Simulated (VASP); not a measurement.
# PbSe (Clausthalite) (Fm-3m) in VASP: a series of runs

PbSe (Clausthalite) is run at these levels: PBE+D3(BJ); tasks: single point.

Everything below comes from runs of VASP 6.6.1. Logs are shortened: lines on timing, memory, paths and dates and some standing lists are left out, and cuts for length are marked.

**1. The cell of the first run**

Symmetry: Fm-3m, No. 225, cubic system. The conventional cell has a = 5.954 Å, b = 5.954 Å, c = 5.954 Å, α = 90.00°, β = 90.00°, γ = 90.00°. Pb (site symmetry m-3m) has 6 Se at 2.98 Å within 3.9 Å. Within 3.9 Å of Se (site symmetry m-3m) lie 6 Pb at 2.98 Å.

**2. Single point, PBE+D3(BJ)**

File INCAR:

```
SYSTEM = PbSe
PREC     = Accurate       ! precision mode
ENCUT    = 520            ! plane-wave cutoff, eV
EDIFF    = 1E-6           ! SCF threshold, eV
ISMEAR   = 0              ! smearing method
SIGMA    = 0.1            ! smearing width, eV
LREAL    = .False.        ! projectors in reciprocal space
LASPH    = .True.         ! aspherical terms in the spheres
NELM     = 60             ! most SCF steps
ALGO     = Normal         ! electronic algorithm
ISIF     = 2              ! what is computed and relaxed
LWAVE    = .False.        ! write WAVECAR
LCHARG   = .False.        ! write CHGCAR
GGA      = PE             ! functional
IVDW     = 12             ! dispersion correction
NBANDS   = 17             ! bands
```

File KPOINTS:

```
regular mesh
0
Gamma
  5 5 5
  0 0 0
```

File POSCAR:

```
PbSe
1.0
    0.0000000000      2.9767539910      2.9767539910
    2.9767539910      0.0000000000      2.9767539910
    2.9767539910      2.9767539910      0.0000000000
Pb Se
1 1
Direct
    0.0000000000      0.0000000000      0.0000000000
    0.5000000000      0.5000000000      0.5000000000
```

Potentials or basis: VASP PAW PBE potentials, release 64 (Pb_d, Se).

Started as:

```console
cat potpaw_PBE.64/Pb_d/POTCAR potpaw_PBE.64/Se/POTCAR > POTCAR
mpirun -np 1 vasp_std > vasp.out
```

OUTCAR:

```text
SYSTEM = PbSe
   PREC = Accurate
   ENCUT = 520
   EDIFF = 1E-6
   ISMEAR = 0
   LREAL = .False.
   LASPH = .True.
   NELM = 60
   ISIF = 2
   GGA = PE
   IVDW = 12
 IVDW          = 12

 ion  position               nearest neighbor table
   1  0.000  0.000  0.000-   2 2.98   2 2.98   2 2.98   2 2.98   2 2.98   2 2.98
   2  0.500  0.500  0.500-   1 2.98   1 2.98   1 2.98   1 2.98   1 2.98   1 2.98

  LATTYP: Found a face centered cubic cell.
 ALAT       =     5.9535079820

  Lattice vectors:

 A1 = (   0.0000000000,   2.9767539910,   2.9767539910)
 A2 = (   2.9767539910,   0.0000000000,   2.9767539910)
 A3 = (   2.9767539910,   2.9767539910,   0.0000000000)

Analysis of symmetry for initial positions (statically):
=====================================================================
 Subroutine PRICEL returns:
 Original cell was already a primitive cell.

 Routine SETGRP: Setting up the symmetry group for a
 face centered cubic supercell.

 Subroutine GETGRP returns: Found 48 space group operations
 (whereof 48 operations were pure point group operations)
 out of a pool of 48 trial point group operations.

The static configuration has the point symmetry O_h .

Analysis of symmetry for dynamics (positions and initial velocities):
=====================================================================
 Subroutine PRICEL returns:
 Original cell was already a primitive cell.

 Routine SETGRP: Setting up the symmetry group for a
 face centered cubic supercell.

 Subroutine GETGRP returns: Found 48 space group operations
 (whereof 48 operations were pure point group operations)
 out of a pool of 48 trial point group operations.

The dynamic configuration has the point symmetry O_h .

 Subroutine INISYM returns: Found 48 space group operations
 (whereof 48 operations are pure point group operations),
 and found     1 'primitive' translations

----------------------------------------------------------------------------------------

                                     Primitive cell

  volume of cell :      52.7544

  direct lattice vectors                    reciprocal lattice vectors
     0.000000000  2.976753991  2.976753991    -0.167968197  0.167968197  0.167968197
     2.976753991  0.000000000  2.976753991     0.167968197 -0.167968197  0.167968197
     2.976753991  2.976753991  0.000000000     0.167968197  0.167968197 -0.167968197

  length of vectors
     4.209765866  4.209765866  4.209765866     0.290929451  0.290929451  0.290929451

  position of ions in fractional coordinates (direct lattice)
     0.000000000  0.000000000  0.000000000
     0.500000000  0.500000000  0.500000000

  ion indices of the primitive-cell ions
   primitive index   ion index
                 1           1
                 2           2

----------------------------------------------------------------------------------------

 KPOINTS: regular mesh

Automatic generation of k-mesh.
 Grid dimensions read from file:
 generate k-points for:    5    5    5

 Generating k-lattice:

  Cartesian coordinates                     Fractional coordinates (reciprocal lattice)
    -0.033593639  0.033593639  0.033593639     0.200000000  0.000000000  0.000000000
     0.033593639 -0.033593639  0.033593639     0.000000000  0.200000000  0.000000000
     0.033593639  0.033593639 -0.033593639     0.000000000  0.000000000  0.200000000

  Length of vectors
     0.058185890  0.058185890  0.058185890

  Shift w.r.t. Gamma in fractional coordinates (k-lattice)
     0.000000000  0.000000000  0.000000000

 Subroutine IBZKPT returns following result:
 ===========================================

 Found     10 irreducible k-points:

 Following reciprocal coordinates:
            Coordinates               Weight
  0.000000  0.000000  0.000000      1.000000
  0.200000  0.000000  0.000000      8.000000
  0.400000  0.000000  0.000000      8.000000
  0.200000  0.200000  0.000000      6.000000
  0.400000  0.200000  0.000000     24.000000
 -0.400000  0.200000  0.000000     24.000000
 -0.200000  0.200000  0.000000     12.000000
  0.400000  0.400000  0.000000      6.000000
 -0.400000  0.400000  0.000000     12.000000
 -0.400000  0.400000  0.200000     24.000000
   k-points           NKPTS =     10   k-points in BZ     NKDIM =     10   number of bands    NBANDS=     17
   number of dos      NEDOS =    301   number of ions     NIONS =      2
   total plane-waves  NPLWV =  32768
   dimension x,y,z NGX =    32 NGY =   32 NGZ =   32
   dimension x,y,z NGXF=    64 NGYF=   64 NGZF=   64
   ions per type =               1   1
   NGX,Y,Z   is equivalent  to a cutoff of  12.64, 12.64, 12.64 a.u.
   NGXF,Y,Z  is equivalent  to a cutoff of  25.27, 25.27, 25.27 a.u.
 SYSTEM =  PbSe
   PREC   = accura    normal or accurate (medium, high low for compatibility)
   ISTART =      0    job   : 0-new  1-cont  2-samecut
   ICHARG =      2    charge: 1-file 2-atom 10-const
   ISPIN  =      1    spin polarized calculation?
   LNONCOLLINEAR =      F non collinear calculations
   LSORBIT =      F    spin-orbit coupling
   LASPH  =      T    aspherical Exc in radial PAW
   ENCUT  =  520.0 eV  38.22 Ry    6.18 a.u.   7.83  7.83  7.83*2*pi/ulx,y,z
   NELM   =     60;   NELMIN=  2; NELMDL= -5     # of ELM steps
   EDIFF  = 0.1E-05   stopping-criterion for ELM
   LREAL  =      F    real-space projection
   EDIFFG = 0.1E-04   stopping-criterion for IOM
   NSW    =      0    number of steps for IOM
   IBRION =     -1    ionic relax: 0-MD 1-quasi-New 2-CG
   NFREE  =      0    steps in history (QN), initial steepest desc. (CG)
   ISIF   =      2    stress and relaxation
   ISYM   =      2    0-nonsym 1-usesym 2-fastsym
   POTIM  = 0.5000    time-step for ionic-motion
   TEBEG  =    0.0;   TEEND  =   0.0 temperature during run
   PSTRESS=    0.0 pullay stress
   NELECT =      20.0000    total number of electrons
   NUPDOWN=      -1.0000    fix difference up-down
   EMIN   =  10.00;   EMAX   =-10.00  energy-range for DOS
   EFERMI =   0.00;   METHOD = LEGACY
   ISMEAR =     0;   SIGMA  =   0.10  broadening in eV -4-tet -1-fermi 0-gaus
   EFERMI_NEDOS =   21; number of points for ismear=-14 and -15
   IALGO  =     38    algorithm
   IMIX   =      4    mixing-type and parameters
     AMIX     =   0.40;   BMIX     =  1.00
     AMIX_MAG =   1.60;   BMIX_MAG =  1.00
  volume/ion in A,a.u.               =      26.38       178.00
  Fermi-wavevector in a.u.,A,eV,Ry     =   1.184855  2.239051 19.100967  1.403881
  Thomas-Fermi vector in A             =   2.321061
   LORBIT       =      0    0 simple, 1 ext, 2 COOP (PROOUT), +10 PAW based schemes
   GGA     = PE    functional components
   LHFCALC =     F    Hartree Fock is set to
   AEXX    =    0.0000 exact exchange contribution
   IVDW    =    12    specifies the selected vdW correction
   LEPSILON=     F    determine dielectric tensor
   LRPA    =     F    only Hartree local field effects (RPA)
 non-spin polarized calculation
 Gauss-broadening in eV      SIGMA  =   0.10
  energy-cutoff  :      520.00
  volume of cell :       52.75
 maximum number of plane-waves:      1430
   NGX = 15   NGY = 15   NGZ = 15

 number of electron      19.9999999 magnetization

 Free energy of the ion-electron system (eV)
  ---------------------------------------------------
  ext. energy  EPLUGINS =         0.00000000
  ---------------------------------------------------
  free energy    TOTEN  =        -8.04982702 eV

  energy without entropy =       -8.04982702  energy(sigma->0) =       -8.04982702

 E-fermi :   6.2458     XC(G=0):  -9.9276

 val. band max:        5.7185061997   @ k =   0.4000   0.0000   0.0000
 cond. band min:       6.8678851304   @ k =   0.4000   0.0000   0.0000
 fundamental gap:      1.1493789306
 Fermi energy:         6.2457969039

 k-point     1 :       0.0000    0.0000    0.0000
  band No.  band energies     occupation
      1     -10.8630      2.00000
      2     -10.8630      2.00000
      3     -10.8617      2.00000
      4     -10.8617      2.00000
      5     -10.8617      2.00000
      6      -8.2065      2.00000
[... 9 lines left out ...]
     16      12.4650      0.00000
     17      14.0273      0.00000

 k-point     2 :       0.2000    0.0000    0.0000
  band No.  band energies     occupation
      1     -10.8753      2.00000
      2     -10.8753      2.00000
      3     -10.8606      2.00000
      4     -10.8462      2.00000
      5     -10.8462      2.00000
      6      -7.8660      2.00000
[... 9 lines left out ...]
     16      13.3265      0.00000
     17      16.6984      0.00000

 k-point     3 :       0.4000    0.0000    0.0000
  band No.  band energies     occupation
      1     -10.8955      2.00000
      2     -10.8955      2.00000
      3     -10.8600      2.00000
      4     -10.8206      2.00000
      5     -10.8206      2.00000
      6      -7.1094      2.00000
[... 9 lines left out ...]
     16      15.3908      0.00000
     17      17.6205      0.00000

 k-point     4 :       0.2000    0.2000    0.0000
  band No.  band energies     occupation
      1     -10.9092      2.00000
      2     -10.8707      2.00000
      3     -10.8540      2.00000
      4     -10.8412      2.00000
      5     -10.8412      2.00000
      6      -7.7333      2.00000
[... 9 lines left out ...]
     16      14.8614      0.00000
     17      15.6388      0.00000

 k-point     5 :       0.4000    0.2000    0.0000
  band No.  band energies     occupation
      1     -10.9501      2.00000
      2     -10.8669      2.00000
      3     -10.8660      2.00000
      4     -10.8279      2.00000
      5     -10.8162      2.00000
      6      -7.0691      2.00000
[... 9 lines left out ...]
     16      16.5022      0.00000
     17      17.5526      0.00000

 k-point     6 :      -0.4000    0.2000    0.0000
  band No.  band energies     occupation
      1     -10.9418      2.00000
      2     -10.8836      2.00000
      3     -10.8501      2.00000
      4     -10.8304      2.00000
      5     -10.8170      2.00000
      6      -6.7238      2.00000
[... 9 lines left out ...]
     16      15.3274      0.00000
     17      18.0025      0.00000

 k-point     7 :      -0.2000    0.2000    0.0000
  band No.  band energies     occupation
      1     -10.8978      2.00000
      2     -10.8860      2.00000
      3     -10.8556      2.00000
      4     -10.8389      2.00000
      5     -10.8313      2.00000
      6      -7.3494      2.00000
[... 9 lines left out ...]
     16      15.8433      0.00000
     17      16.3781      0.00000

 k-point     8 :       0.4000    0.4000    0.0000
  band No.  band energies     occupation
      1     -11.0364      2.00000
      2     -10.8852      2.00000
      3     -10.8392      2.00000
      4     -10.8059      2.00000
      5     -10.8059      2.00000
      6      -6.6519      2.00000
[... 9 lines left out ...]
     16      17.6369      0.00000
     17      18.4740      0.00000

 k-point     9 :      -0.4000    0.4000    0.0000
  band No.  band energies     occupation
      1     -11.0283      2.00000
      2     -10.8730      2.00000
      3     -10.8517      2.00000
      4     -10.8117      2.00000
      5     -10.8050      2.00000
      6      -6.4157      2.00000
[... 9 lines left out ...]
     16      17.2105      0.00000
     17      19.1009      0.00000

 k-point    10 :      -0.4000    0.4000    0.2000
  band No.  band energies     occupation
      1     -10.9918      2.00000
      2     -10.8672      2.00000
      3     -10.8576      2.00000
      4     -10.8300      2.00000
      5     -10.8063      2.00000
      6      -6.5440      2.00000
[... 9 lines left out ...]
     16      17.6149      0.00000
     17      17.7256      0.00000

------------------------ aborting loop because EDIFF is reached ----------------------------------------

 Edisp (eV)   -0.80223

 E8    (eV) :    -0.3739

  FORCE on cell =-STRESS in cart. coord.  units (eV):
  Direction    XX          YY          ZZ          XY          YZ          ZX
  --------------------------------------------------------------------------------------
  -------------------------------------------------------------------------------------
  Total       1.75435     1.75435     1.75435     0.00000     0.00000     0.00000
  in kB      53.28055    53.28055    53.28055     0.00000     0.00000     0.00000
  external pressure =       53.28 kB  Pullay stress =        0.00 kB

 VOLUME and BASIS-vectors are now :
 -----------------------------------------------------------------------------
  energy-cutoff  :      520.00
  volume of cell :       52.75
      direct lattice vectors                 reciprocal lattice vectors
     0.000000000  2.976753991  2.976753991    -0.167968197  0.167968197  0.167968197
     2.976753991  0.000000000  2.976753991     0.167968197 -0.167968197  0.167968197
     2.976753991  2.976753991  0.000000000     0.167968197  0.167968197 -0.167968197

 POSITION                                       TOTAL-FORCE (eV/Angst)
 -----------------------------------------------------------------------------------
      0.00000      0.00000      0.00000         0.000000     -0.000000     -0.000000
      2.97675      2.97675      2.97675        -0.000000      0.000000      0.000000
 -----------------------------------------------------------------------------------
    total drift:                                0.000000     -0.000000     -0.000000

  FREE ENERGIE OF THE ION-ELECTRON SYSTEM (eV)
  ---------------------------------------------------
  free  energy   TOTEN  =        -8.8520531312 eV

  energy  without entropy=       -8.8520531312  energy(sigma->0) =       -8.85205313
```

It took 6 s on 1 thread of Intel Xeon 6975P-C, shared host; peak memory 0.18 GiB.

What came out:

| Quantity | Value |
| --- | --- |
| Free energy | -8.8521 eV |
| Pressure | 5.3 GPa |
| Dispersion energy per atom | -0.401 eV |

Levels at points of the mesh, in eV from the Fermi level:
| k point | band 8 | band 9 | band 10 | band 11 | band 12 | band 13 |
| --- | --- | --- | --- | --- | --- | --- |
| (0.00, 0.00, 0.00) | -2.38 | -2.38 | -2.38 | 4.79 | 4.79 | 4.79 |

Caveat: this odd mesh misses L, where the gap lies, so gap, dielectric constants and Born charges aren't listed; three body term missing; spin-orbit coupling is left out, which moves the levels of the heavy elements.

**3. Single point, PBE+D3(BJ)**

This run uses another cell than the first one, of 27.14 Å³/atom, 1.029 times its volume.

File INCAR:

```
SYSTEM = PbSe
ALGO     = Normal         ! electronic algorithm
EDIFF    = 1E-7           ! SCF threshold, eV
ENCUT    = 520            ! plane-wave cutoff, eV
GGA      = PE             ! functional
ISIF     = 2              ! what is computed and relaxed
ISMEAR   = 0              ! smearing method
IVDW     = 12             ! dispersion correction
LASPH    = .True.         ! aspherical terms in the spheres
LCHARG   = .True.         ! write CHGCAR
LELF     = .True.         ! ELF
LREAL    = .False.        ! projectors in reciprocal space
LVHAR    = .True.       
LWAVE    = .False.        ! write WAVECAR
NBANDS   = 17             ! bands
NELM     = 100            ! most SCF steps
PREC     = Accurate       ! precision mode
SIGMA    = 0.1            ! smearing width, eV
```

File KPOINTS:

```
k-points
0
Gamma
  5 5 5
  0 0 0
```

File POSCAR:

```
PbSe
1.0
    0.0000000000      3.0052414060      3.0052414060
    3.0052414060      0.0000000000      3.0052414060
    3.0052414060      3.0052414060      0.0000000000
Pb Se
1 1
Direct
    0.0000000000      0.0000000000      0.0000000000
    0.5000000000      0.5000000000      0.5000000000
```

Potentials or basis: VASP PAW PBE potentials, release 64 (Pb_d, Se).

Started as:

```console
cat potpaw_PBE.64/Pb_d/POTCAR potpaw_PBE.64/Se/POTCAR > POTCAR
mpirun -np 1 vasp_std > vasp.out
```

Run time: 7.2 s. Hardware: 1 thread of Intel Xeon 6975P-C, shared host; peak memory 0.18 GiB.

The run converged. Its results:

* Free energy: -8.8937 eV
* Pressure: 3.3 GPa
* Dispersion energy per atom: -0.390 eV

Levels at points of the mesh, in eV from the Fermi level:
| k point | band 7 | band 8 | band 9 | band 10 | band 11 | band 12 | band 13 | band 14 |
| --- | --- | --- | --- | --- | --- | --- | --- | --- |
| (0.00, 0.00, 0.00) | -6.28 | -2.20 | -2.20 | -2.20 | 4.77 | 4.77 | 4.77 | 6.33 |

Caveat: this odd mesh misses L, where the gap lies, so gap, dielectric constants and Born charges aren't listed; three body term missing; spin-orbit coupling is left out, which moves the levels of the heavy elements.

**4. Single point, PBE+D3(BJ)**

This run uses another cell than the first one, of 27.91 Å³/atom, 1.058 times its volume.

File INCAR:

```
ALGO = Normal
EDIFF = 1E-7
ENCUT = 520
GGA = PE
ISIF = 2
ISMEAR = 0
IVDW = 12
LASPH = True
LCHARG = False
LREAL = False
LWAVE = False
NBANDS = 17
NELM = 80
PREC = Accurate
SIGMA = 0.1
```

File KPOINTS:

```
k-points
0
Gamma
  5 5 5
```

File POSCAR:

```
PbSe
1.0
    0.0000000000      3.0331987455      3.0331987455
    3.0331987455      0.0000000000      3.0331987455
    3.0331987455      3.0331987455      0.0000000000
Pb Se
1 1
Direct
    0.0000000000      0.0000000000      0.0000000000
    0.5000000000      0.5000000000      0.5000000000
```

Started as:

```console
cat potpaw_PBE.64/Pb_d/POTCAR potpaw_PBE.64/Se/POTCAR > POTCAR
mpirun -np 1 vasp_std > vasp.out
```

It took 6.9 s on 1 thread of Intel Xeon 6975P-C, shared host; peak memory 0.18 GiB.

It converged, with:

| Quantity | Value |
| --- | --- |
| Free energy | -8.9178 eV |
| Pressure | 1.6 GPa |
| Dispersion energy per atom | -0.379 eV |

Levels at points of the mesh, in eV from the Fermi level:
| k point | band 8 | band 9 | band 10 | band 11 | band 12 | band 13 |
| --- | --- | --- | --- | --- | --- | --- |
| (0.00, 0.00, 0.00) | -2.07 | -2.07 | -2.07 | 4.71 | 4.71 | 4.71 |

Caveat: this odd mesh misses L, where the gap lies, so gap, dielectric constants and Born charges aren't listed; three body term missing; spin-orbit coupling is left out, which moves the levels of the heavy elements.

**5. Overview**

```csv
cell,pressure (GPa)
"a = 4.210 Å, angles 60.0°, 2 atoms",5.3
"a = 4.250 Å, angles 60.0°, 2 atoms",3.3
"a = 4.290 Å, angles 60.0°, 2 atoms",1.6
```

Alike in all rows: task single point; level PBE+D3(BJ); potentials or basis VASP PAW PBE potentials, release 64 (Pb_d, Se); no spin polarisation; k mesh 5 × 5 × 5; cutoff (eV) 520; smearing gaussian 0.1 eV.

Caveats: three body term missing; spin-orbit coupling is left out, which moves the levels of the heavy elements.

Absolute energies hang on the potentials; compare differences alone.
